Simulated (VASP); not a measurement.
Input of a VASP 6.6.1 run:

INCAR

```
SYSTEM = CoSi2
PREC = Accurate ; ENCUT = 520
EDIFF = 1E-6 ; ISMEAR = 0
SIGMA = 0.05 ; LREAL = .FALSE.
LASPH = .TRUE. ; NELM = 150
ALGO = Normal ; ISIF = 2
LWAVE = .FALSE. ; LCHARG = .FALSE.
ISPIN = 2 ; MAGMOM = 0 0 0
LORBIT = 11 ; LMAXMIX = 4
GGA = PE ; NBANDS = 20
```

KPOINTS

```
regular mesh
0
G
  12 12 12
  0 0 0
```

Contents of POSCAR:

```
CoSi2
1.0
    0.0000000000      2.6780000000      2.6780000000
    2.6780000000      0.0000000000      2.6780000000
    2.6780000000      2.6780000000      0.0000000000
Co Si
1 2
Direct
    0.0000000000      0.0000000000      0.0000000000
    0.2500000000      0.2500000000      0.2500000000
    0.7500000000      0.7500000000      0.7500000000
```

Potentials or basis: VASP PAW PBE potentials, release 64 (Co, Si).

Launch:

```sh
$ cat potpaw_PBE.64/Co/POTCAR potpaw_PBE.64/Si/POTCAR > POTCAR
$ mpirun -np 1 vasp_std > vasp.out
```

**Question.** Predict the net moment.

**Answer.** 0.00 μB per cell.

**Question.** What does it give for the pressure?

**Answer.** 0.1 GPa.
